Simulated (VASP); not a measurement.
The system is TiO2.

```
CELL_PARAMETERS angstrom
5.58222 0.00000 0.00000
-2.79111 4.83435 0.00000
0.00000 0.00000 6.08247
ATOMIC_POSITIONS crystal
Ti 0.46694 0.00000 0.33333
Ti 0.00000 0.46694 0.66667
Ti 0.53306 0.53306 0.00000
O 0.58107 0.85143 0.12066
O 0.72963 0.14857 0.54600
O 0.27037 0.41893 0.78733
O 0.85143 0.58107 0.87934
O 0.14857 0.72963 0.45400
O 0.41893 0.27037 0.21267
```

* Program: VASP 6.6.1
* Task: relaxation of cell and atoms
* Functional: LDA
* Potentials or basis: VASP PAW LDA potentials, release 64 (Ti_sv, O)
* Cutoff: 600 eV
* k mesh: 6 × 6 × 5
* Occupations: fermi-dirac, width 0.05 eV
* Spin: no spin polarisation
* Hubbard terms: Ti d U = 6.0 eV

At the start: pressure 4.5 GPa; volume 18.24 Å³/atom.

Task: Where does the relaxation end?

Result: Over 47 steps the energy falls by 12.0 meV/atom and the volume is 17.04 Å³/atom (-6.6 %); space group P3_121 (No. 152, to 0.1 Å) before and after.

The path:
```
step  energy change (eV)  largest force (eV/Å)  pressure (GPa)  volume (Å³)
   1              0.0000                0.3746            4.47       164.14
   3             -0.0780                0.0395           -0.05       169.30
   5             -0.0784                0.0324            0.02       169.20
   7             -0.0797                0.0884           -0.03       169.21
   9             -0.0800                0.0587           -0.03       169.20
  11             -0.0800                0.0759           -0.11       169.16
  13             -0.0805                0.0338           -0.06       169.13
  15             -0.0814                0.0394            0.01       168.69
  17             -0.0847                0.0616            0.26       166.94
  19             -0.0929                0.1317            1.04       160.06
  21             -0.0945                0.1619            1.42       154.73
  23             -0.0948                0.1591            1.39       154.64
  25             -0.0962                0.1465            1.27       154.20
  27             -0.0995                0.0908            0.74       152.46
  29             -0.1000                0.0782            0.53       152.10
  31             -0.1024                0.0558            0.34       153.75
  33             -0.1039                0.0319            0.02       155.91
  35             -0.1039                0.1540           -0.39       155.32
  37             -0.1048                0.0873           -0.18       155.48
  39             -0.1067                0.0324           -0.12       154.35
  41             -0.1072                0.0172           -0.07       153.42
  43             -0.1073                0.0185            0.10       153.24
  45             -0.1074                0.0164            0.12       153.21
  47             -0.1076                0.0041           -0.05       153.35
```

Final structure:
```yaml
crystal:
  lattice:
    - [5.46403, 0.00000, 0.00000]
    - [-2.73201, 4.73199, 0.00000]
    - [0.00000, 0.00000, 5.93118]
  atoms:
    - { symbol: Ti, position: [0.44721, 0.00000, 0.33333] }
    - { symbol: Ti, position: [0.00000, 0.44721, 0.66667] }
    - { symbol: Ti, position: [0.55279, 0.55279, 0.00000] }
    - { symbol: O, position: [0.58872, 0.88817, 0.09864] }
    - { symbol: O, position: [0.70055, 0.11183, 0.56803] }
    - { symbol: O, position: [0.29945, 0.41128, 0.76530] }
    - { symbol: O, position: [0.88817, 0.58872, 0.90136] }
    - { symbol: O, position: [0.11183, 0.70055, 0.43197] }
    - { symbol: O, position: [0.41128, 0.29945, 0.23470] }
```
